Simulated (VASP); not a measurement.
Si16O (a cell with a defect): single point with PBE

Si16O (a cell with a defect):

```
Si O
1.0
     0.00000    5.43000    5.43000
     5.43000    0.00000    5.43000
     5.43000    5.43000    0.00000
Si O
16 1
Direct
  0.02840 0.99269 0.96726
  0.10444 0.05983 0.17762
  0.03865 0.99531 0.52008
  0.15650 0.13066 0.61483
  0.98761 0.52494 0.98831
  0.14613 0.60215 0.10939
  0.00333 0.56400 0.46131
  0.16752 0.61909 0.61590
  0.45203 0.08500 0.97723
  0.66068 0.12179 0.09947
  0.52771 0.97778 0.47531
  0.64456 0.13688 0.59971
  0.53726 0.48529 0.95626
  0.61309 0.69055 0.03543
  0.52596 0.51535 0.42763
  0.63872 0.61809 0.58975
  0.91673 0.30121 0.12169
```

* Program: VASP 6.6.1
* Task: single point
* Functional: PBE
* Potentials or basis: VASP PAW PBE potentials, release 64 (Si, O)
* Cutoff: 520 eV
* k mesh: 2 × 2 × 2
* Occupations: fermi-dirac, width 0.002 eV
* Spin: collinear spin, ferromagnetic start
* Starting moments: [0.0, 0.0, 0.0, 0.0, 0.0, 0.0, 0.0, 0.0, 0.0, 0.0, 0.0, 0.0, 0.0, 0.0, 0.0, 0.0, 1.0] μB
* Dipole correction: no
* Further INCAR settings: LREAL = Auto; ALGO = Normal; EDIFF = 1e-06; NBANDS = 53

The pressure is 3.2 GPa. The largest force is 3.014 eV/Å, the band gap on the k mesh is 0.36 eV and the net moment is 0.00 μB per cell. The valence electrons inside the program's atomic spheres are Si 1.72, 1.68, 1.74, 1.73, 1.64, 1.70, 1.66, 1.69, 1.65, 1.61, 1.67 (each value once); O 5.13.

Forces on the atoms (eV/Å):
```
Si  -0.705  1.526 -1.842
Si  -0.570 -0.287  1.353
Si  -0.272 -0.786 -2.588
Si   0.858 -0.744  2.792
Si  -0.279 -1.261 -0.818
Si  -0.256 -0.011  1.421
Si  -0.572  1.710 -1.206
Si   0.418 -0.598 -0.594
Si  -1.347  0.398 -0.009
Si   0.039 -0.365 -1.004
Si   1.480  0.181  1.415
Si  -0.368 -0.145 -0.295
Si   1.214 -0.694 -0.443
Si   1.427  0.731  0.502
Si  -0.530  0.402  0.305
Si  -0.856 -0.093 -0.094
O    0.317  0.037  1.106
```

Stress tensor (GPa, compression positive):
```
 3.94  1.40  0.67
 1.40  3.41 -0.73
 0.67 -0.73  2.37
```

Levels at points of the mesh, in eV from the valence-band top:
Spin up:
| k point | band 31 | band 32 | band 33 | band 34 | band 35 | band 36 | band 37 | band 38 | band 39 | band 40 |
| --- | --- | --- | --- | --- | --- | --- | --- | --- | --- | --- |
| (0.00, 0.00, 0.00) | -0.94 | -0.55 | -0.42 | -0.31 | 0.00 | 0.36 | 0.66 | 0.77 | 0.98 | 1.04 |
| (0.50, 0.00, 0.00) | -1.43 | -1.21 | -0.81 | -0.48 | -0.40 | 0.71 | 1.22 | 1.48 | 1.59 | 1.75 |
| (0.00, 0.50, 0.00) | -1.27 | -0.87 | -0.74 | -0.52 | -0.37 | 0.83 | 0.94 | 1.27 | 1.48 | 1.56 |
| (0.00, 0.00, 0.50) | -1.49 | -1.25 | -0.66 | -0.53 | -0.38 | 0.96 | 1.31 | 1.52 | 1.69 | 1.78 |
| (0.50, 0.50, 0.50) | -1.38 | -0.93 | -0.85 | -0.53 | -0.30 | 0.95 | 1.24 | 1.37 | 1.68 | 1.73 |
| (0.50, 0.50, 0.00) | -1.40 | -1.39 | -1.08 | -1.02 | -0.54 | 0.77 | 1.27 | 1.86 | 2.19 | 2.46 |
| (0.00, 0.50, 0.50) | -1.49 | -1.15 | -1.11 | -0.77 | -0.75 | 1.17 | 1.20 | 1.98 | 2.29 | 2.46 |
| (0.50, 0.00, 0.50) | -1.37 | -1.33 | -1.11 | -1.00 | -0.70 | 1.03 | 1.35 | 1.94 | 2.12 | 2.36 |
Spin down:
| k point | band 31 | band 32 | band 33 | band 34 | band 35 | band 36 | band 37 | band 38 | band 39 | band 40 |
| --- | --- | --- | --- | --- | --- | --- | --- | --- | --- | --- |
| (0.00, 0.00, 0.00) | -0.94 | -0.55 | -0.42 | -0.31 | 0.00 | 0.36 | 0.66 | 0.77 | 0.98 | 1.04 |
| (0.50, 0.00, 0.00) | -1.43 | -1.21 | -0.81 | -0.48 | -0.40 | 0.71 | 1.22 | 1.48 | 1.59 | 1.75 |
| (0.00, 0.50, 0.00) | -1.27 | -0.87 | -0.74 | -0.52 | -0.37 | 0.83 | 0.94 | 1.27 | 1.48 | 1.56 |
| (0.00, 0.00, 0.50) | -1.49 | -1.25 | -0.66 | -0.53 | -0.38 | 0.96 | 1.31 | 1.52 | 1.69 | 1.78 |
| (0.50, 0.50, 0.50) | -1.38 | -0.93 | -0.85 | -0.53 | -0.30 | 0.95 | 1.24 | 1.37 | 1.68 | 1.73 |
| (0.50, 0.50, 0.00) | -1.40 | -1.39 | -1.08 | -1.02 | -0.54 | 0.77 | 1.27 | 1.86 | 2.19 | 2.46 |
| (0.00, 0.50, 0.50) | -1.49 | -1.15 | -1.11 | -0.77 | -0.75 | 1.17 | 1.20 | 1.98 | 2.29 | 2.46 |
| (0.50, 0.00, 0.50) | -1.37 | -1.33 | -1.11 | -1.00 | -0.70 | 1.03 | 1.35 | 1.94 | 2.12 | 2.36 |

It took 8.9 min on 1 thread of Oxide Virtual Turin-like Processor, on a shared host, peak memory 0.67 GiB.

Caveat: the k points lie up to 0.50 Å⁻¹ apart; the atoms stand as in a frame of molecular dynamics; semilocal functionals underestimate gaps, and a narrow one can read as zero.
